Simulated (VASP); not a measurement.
ZrH2, 3 atoms in the cell. Symmetry: Fm-3m, No. 225, cubic system. Conventional cell: a = 4.882 Å, b = 4.882 Å, c = 4.882 Å, α = 90.00°, β = 90.00°, γ = 90.00°. Within 2.8 Å of Zr (site symmetry m-3m) lie 8 H at 2.11 Å. H (site symmetry -43m) has 4 Zr at 2.11 Å and 6 H at 2.44 Å within 2.8 Å. 

| Item | Value |
| --- | --- |
| Program | VASP 6.6.1 |
| Task | single point |
| Functional | LDA |
| Potentials or basis | VASP PAW LDA potentials, release 64 (Zr_sv, H) |
| Cutoff | 520 eV |
| k mesh | 10 × 10 × 10 |
| Occupations | fermi-dirac, width 0.1 eV |
| Spin | no spin polarisation |
| Dipole correction | no |
| Further INCAR settings | ALGO = Normal; EDIFF = 1e-07; NBANDS = 14 |

Potentials or basis: VASP PAW LDA potentials, release 64 (Zr_sv, H).

The run is started by

```bash
$ cat potpaw_LDA.64/Zr_sv/POTCAR potpaw_LDA.64/H/POTCAR > POTCAR
$ mpirun -np 1 vasp_std > vasp.out
```

Hardware: 1 thread of Intel Xeon 6975P-C (shared host).

Task: How long does it take, and how much memory?

Result: Run time: 43 s on 1 thread of Intel Xeon 6975P-C, on a shared host, peak memory 0.15 GiB. Counts: scf iterations 12, k points 47.
